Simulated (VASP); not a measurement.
Here is a VASP 6.6.1 calculation.

File INCAR:

```
SYSTEM = Ti
  PREC = Accurate
  ENCUT = 600
  EDIFF = 1E-6
  ISMEAR = -1
  SIGMA = 0.05
  LREAL = .FALSE.
  LASPH = .TRUE.
  NELM = 80
  ALGO = Normal
  ISIF = 3
  LWAVE = .FALSE.
  LCHARG = .FALSE.
  GGA = B5
  ALDAX = 1.0
  AGGAX = 1.0
  AGGAC = 1.0
  ALDAC = 0.0
  IVDW = 12
  VDW_S6 = 1.0
  VDW_S8 = 2.6996
  VDW_A1 = 0.4298
  VDW_A2 = 4.2359
  IBRION = 2
  NSW = 80
  EDIFFG = -0.005
```

The input KPOINTS:

```
Automatic mesh
0
G
  10 10 6
  0 0 0
```

File POSCAR:

```
Ti
1.0
    2.9500000000      0.0000000000      0.0000000000
   -1.4750000000      2.5547749412      0.0000000000
    0.0000000000      0.0000000000      4.6800000000
Ti
2
Direct
    0.6666666667      0.3333333333      0.7500000000
    0.3333333333      0.6666666667      0.2500000000
```

Potentials or basis: VASP PAW PBE potentials, release 64 (Ti_sv).

Launch:

```sh
$ cat potpaw_PBE.64/Ti_sv/POTCAR > POTCAR
$ mpirun -np 1 vasp_std > vasp.out
```

(1) What does it give for the band gap on the k mesh?

(2) Predict the relaxed volume.

(3) What does it give for the dispersion energy per atom?

Answers

(1) zero (band 12 reaches 10.75 eV, above the bottom of band 13 at 9.82 eV).

(2) 15.59 Å³/atom.

(3) -1.594 eV.

Caveat: the PAW data sets were made with another functional, which shifts forces and pressure a little; the volume moved by -12 % from the deposited cell, more than functionals usually miss; pairwise dispersion overbinds metals, which lowers pressure and volume.
